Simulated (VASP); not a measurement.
Write the native input for VASP 6.6.1 that does the following.

* Task: relaxation of cell and atoms
* Functional: PBE
* Potentials or basis: VASP PAW PBE potentials, release 64 (Hf_pv)
* Cutoff: 600 eV
* k mesh: 14 × 10 × 8
* Occupations: gaussian, width 0.1 eV
* Spin: no spin polarisation
* Dipole correction: no
* Further INCAR settings: ALGO = Fast; EDIFF = 1e-07; IBRION = 2; EDIFFG = -0.015; NSW = 80; ISIF = 3

The structure of Hf lies in POSCAR:

```
Hf
1.0
    1.6024045330      2.7754460654      0.0000000000
    0.0000000000      0.0000000000      5.0683690422
    4.8072135989     -2.7754460654      0.0000000000
Hf
4
Direct
    0.5000000000      0.2500000000      0.8333333333
    0.0000000000      0.2500000000      0.3333333333
    0.5000000000      0.7500000000      0.1666666667
    0.0000000000      0.7500000000      0.6666666667
```

These files were run (other wordings do the same):

INCAR

```
PREC = Accurate ; ENCUT = 600
EDIFF = 1E-7 ; ISMEAR = 0
SIGMA = 0.1 ; LREAL = F
LASPH = T ; NELM = 60
ALGO = Fast ; ISIF = 3
LWAVE = F ; LCHARG = F
GGA = PE ; IBRION = 2
NSW = 80 ; EDIFFG = -0.015
```

KPOINTS

```
regular mesh
0
Gamma
  14 10 8
```

Potentials or basis: VASP PAW PBE potentials, release 64 (Hf_pv).

Run with:

```sh
$ cat potpaw_PBE.64/Hf_pv/POTCAR > POTCAR
$ mpirun -np 1 vasp_std > vasp.out
```

It gave:

The relaxed volume is 22.44 Å³/atom and the relaxed cell is a = 3.201 Å, b = 5.059 Å, c = 5.543 Å, α = 90.00°, β = 90.00°, γ = 90.00°. The space group after relaxing (to 0.1 Å) is P6_3/mmc (No. 194) and the energy gained by relaxing is 0.2 meV/atom. The ionic steps are 3 and the pressure after relaxing is 0.0 GPa.

Caveat: the highest band is partly filled, so the run has too few bands.

Wall time 23 min on 1 thread of Oxide Virtual Turin-like Processor, on a shared host, peak memory 0.56 GiB.
